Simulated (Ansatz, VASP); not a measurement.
**Two plane-wave programs on AlN**

```xyz
4
Lattice="3.0135 0.0000 0.0000 -1.5067 2.6098 0.0000 0.0000 0.0000 5.0553" Properties=species:S:1:pos:R:3 pbc="T T T"
Al    0.0000    1.7398    0.0035
Al    1.5067    0.8699    2.5312
N     0.0000    1.7398    1.8922
N     1.5067    0.8699    4.4198
```

Change from the starting cell: epitaxial_xy strain -3.0%.

Alike in both runs: task single point; functional r2SCAN; k mesh 12 × 12 × 6; no spin polarisation.

|  | VASP | Ansatz |
| --- | --- | --- |
| version | VASP 6.6.1 | Ansatz 0.2.0 |
| potentials or method | VASP PAW PBE potentials, release 64 (Al, N) | plane waves, PAW |
| plane-wave cutoff (eV) | 660 | 500 |
| occupations | gaussian, width 0.01 eV | fixed |
| valence electrons in the cell | 16 | 16 |

|  | VASP | Ansatz | Ansatz less VASP |
| --- | --- | --- | --- |
| gap on the k mesh at the Fermi level (eV) | 5.34 | 5.30 | -0.042 |
| pressure (GPa) | 10.7 | 11.0 | +0.30 |
| traceless stress, the component that is largest in VASP (GPa) | -11.15 | -11.02 | +0.131 |
| rms of the force components (eV/Å) | 0.004 | 0.000 | -0.0036 |

VASP's potentials were made for PBE, not for r2SCAN. Atom by atom the forces differ by 0.004 eV/Å (rms over components).
